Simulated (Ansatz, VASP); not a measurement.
**SiO2: VASP beside Ansatz**

The input INCAR:

```
  ALGO = Normal
  EDIFF = 1E-8
  ENCUT = 520
  GGA = PE
  ISIF = 2
  ISMEAR = -1
  LASPH = T
  LCHARG = F
  LEFG = T
  LREAL = Auto
  LWAVE = F
  NBANDS = 53
  NELM = 60
  PREC = Accurate
  SIGMA = 0.02
```

Contents of KPOINTS:

```
k-points
0
Gamma
  4 4 4
```

File POSCAR:

```
SiO2
1.0
    6.9114199400      0.0000000000      0.0000000000
    0.0000000000      6.9114199400      0.0000000000
    0.0000000000      0.0000000000      6.4185143800
Si O
5 10
Direct
    0.2696323300      0.0000000000      0.1193693800
    0.0000000000      0.7303676700      0.8806306200
    0.0000000000      0.2696323300      0.8806306200
    0.7303676700      0.0000000000      0.1193693800
    0.0000000000      0.0000000000      0.5000000000
    0.1917093500      0.0000000000      0.3564256400
    0.0000000000      0.8082906500      0.6435743600
    0.0000000000      0.1917093500      0.6435743600
    0.8082906500      0.0000000000      0.3564256400
    0.1911206700      0.1911206700      0.0000000000
    0.1911206700      0.8088793300      0.0000000000
    0.8088793300      0.1911206700      0.0000000000
    0.8088793300      0.8088793300      0.0000000000
    0.5000000000      0.0000000000      0.1204995600
    0.0000000000      0.5000000000      0.8795004400
```

Input for Ansatz:

```yaml
crystal:
  lattice:
    - [6.91141994, 0.0, 0.0]
    - [0.0, 6.91141994, 0.0]
    - [0.0, 0.0, 6.41851438]
  atoms:
    - { symbol: Si, position: [0.26963233, 0.0, 0.11936938] }
    - { symbol: Si, position: [0.0, 0.73036767, 0.88063062] }
    - { symbol: Si, position: [0.0, 0.26963233, 0.88063062] }
    - { symbol: Si, position: [0.73036767, 0.0, 0.11936938] }
    - { symbol: Si, position: [0.0, 0.0, 0.5] }
    - { symbol: O, position: [0.19170935, 0.0, 0.35642564] }
    - { symbol: O, position: [0.0, 0.80829065, 0.64357436] }
    - { symbol: O, position: [0.0, 0.19170935, 0.64357436] }
    - { symbol: O, position: [0.80829065, 0.0, 0.35642564] }
    - { symbol: O, position: [0.19112067, 0.19112067, 0.0] }
    - { symbol: O, position: [0.19112067, 0.80887933, 0.0] }
    - { symbol: O, position: [0.80887933, 0.19112067, 0.0] }
    - { symbol: O, position: [0.80887933, 0.80887933, 0.0] }
    - { symbol: O, position: [0.5, 0.0, 0.12049956] }
    - { symbol: O, position: [0.0, 0.5, 0.87950044] }
kpoints:
  mp_grid: { grid: [4, 4, 4] }
scf:
  occupations: { method: fermi_dirac, width: 0.02 }
hamiltonian:
  xc: pbe
  pseudopotentials: { kind: paw, frozen_core: stored }
output:
  forces: true
  stress: true
  populations: true
  efg: { quadrupole_moments_barn: { O: -0.02558 } }
```

Alike in both runs: task electric field gradients; functional PBE; k mesh 4 × 4 × 4; occupations fermi-dirac, width 0.02 eV; no spin polarisation.

|  | VASP | Ansatz |
| --- | --- | --- |
| version | VASP 6.6.1 | Ansatz 0.2.0 |
| potentials or method | VASP PAW PBE potentials, release 64 (Si, O) | plane-wave PAW, scalar-relativistic |
| plane-wave cutoff (eV) | 520 | 420 |
| valence electrons in the cell | 80 | 80 |

Ansatz gave:

| Property | Result |
| --- | --- |
| gap on the k mesh at the Fermi level (eV) | 5.61 |
| pressure (GPa) | 3.1 |
| rms of the force components (eV/Å) | 0.170 |
| size of Vzz on the site where it differs most (V/Å²) | 107.3 |

Question: Which values does VASP return?

Answer: gap on the k mesh at the Fermi level (eV): 5.62; pressure (GPa): 3.2; rms of the force components (eV/Å): 0.162; size of Vzz on the site where it differs most (V/Å²): 98.4.

Atom by atom the forces differ by 0.024 eV/Å (rms over components).
